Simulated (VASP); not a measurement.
Input of a VASP 6.6.1 run:

Contents of INCAR:

```
SYSTEM = GaN
PREC     = Accurate       ! precision mode
ENCUT    = 600            ! plane-wave cutoff, eV
EDIFF    = 1E-6           ! SCF threshold, eV
ISMEAR   = -1             ! smearing method
SIGMA    = 0.05           ! smearing width, eV
LREAL    = .FALSE.        ! projectors in reciprocal space
LASPH    = .TRUE.         ! aspherical terms in the spheres
NELM     = 80             ! most SCF steps
ALGO     = Normal         ! electronic algorithm
ISIF     = 3              ! what is computed and relaxed
LWAVE    = .FALSE.        ! write WAVECAR
LCHARG   = .FALSE.        ! write CHGCAR
GGA      = RP             ! functional
IBRION   = 2              ! ionic algorithm
NSW      = 60             ! ionic steps
EDIFFG   = -0.01          ! ionic threshold
```

The input KPOINTS:

```
Automatic mesh
0
G
  11 11 11
  0 0 0
```

Contents of POSCAR:

```
GaN
1.0
    0.0000000000      2.1352350000      2.1352350000
    2.1352350000      0.0000000000      2.1352350000
    2.1352350000      2.1352350000      0.0000000000
Ga N
1 1
Direct
    0.0000000000      0.0000000000      0.0000000000
    0.5000000000      0.5000000000      0.5000000000
```

Potentials or basis: VASP PAW PBE potentials, release 64 (Ga_d, N).

Run with:

```console
$ cat potpaw_PBE.64/Ga_d/POTCAR potpaw_PBE.64/N/POTCAR > POTCAR
$ mpirun -np 1 vasp_std > vasp.out
```

Question: What does it give for the space group after relaxing (to 0.05 Å)?

Answer: Fm-3m (No. 225).

Question: Estimate the band gap on the k mesh.

Answer: 0.49 eV, indirect (least direct gap 2.08 eV).

Final structure:
```
Ga N
1.0
     0.00000    2.15297    2.15297
     2.15297    0.00000    2.15297
     2.15297    2.15297    0.00000
Ga N
1 1
Direct
  0.00000 0.00000 0.00000
  0.50000 0.50000 0.50000
```

 As with any semilocal functional, this RPBE gap is likely too small.
